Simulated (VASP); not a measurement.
A run of VASP 6.6.1:

INCAR

```
PREC = Accurate
ENCUT = 520
EDIFF = 1E-7
ISMEAR = -1
SIGMA = 0.05
LREAL = F
LASPH = T
NELM = 100
ALGO = Normal
ISIF = 2
LWAVE = F
LCHARG = F
GGA = B5
ALDAX = 1.0
AGGAX = 1.0
AGGAC = 1.0
ALDAC = 0.0
NBANDS = 33
```

File KPOINTS:

```
regular mesh
0
Gamma
  6 6 9
```

The input POSCAR:

```
TiO2
1.0
    4.5059367448      0.0000000000      0.0000000000
    0.0000000000      4.5059367448      0.0000000000
    0.0000000000      0.0000000000      2.8988044961
Ti O
2 4
Direct
    0.0000000000      0.0000000000      0.5000000000
    0.5000000000      0.5000000000      0.0000000000
    0.3043213200      0.3043213200      0.5000000000
    0.1956786800      0.8043213200      0.0000000000
    0.8043213200      0.1956786800      0.0000000000
    0.6956786800      0.6956786800      0.5000000000
```

Potentials or basis: VASP PAW PBE potentials, release 64 (Ti_sv, O).

Launch:

```console
$ cat potpaw_PBE.64/Ti_sv/POTCAR potpaw_PBE.64/O/POTCAR > POTCAR
$ mpirun -np 1 vasp_std > vasp.out
```

Hardware: 1 thread of Intel Xeon 8259CL, on a shared host.

**Question.** Estimate the wall time of this run.

**Answer.** Wall time 3 min on 1 thread of Intel Xeon 8259CL, with other jobs on the host, peak memory 0.22 GiB. Counts: scf iterations 18, k points 50.
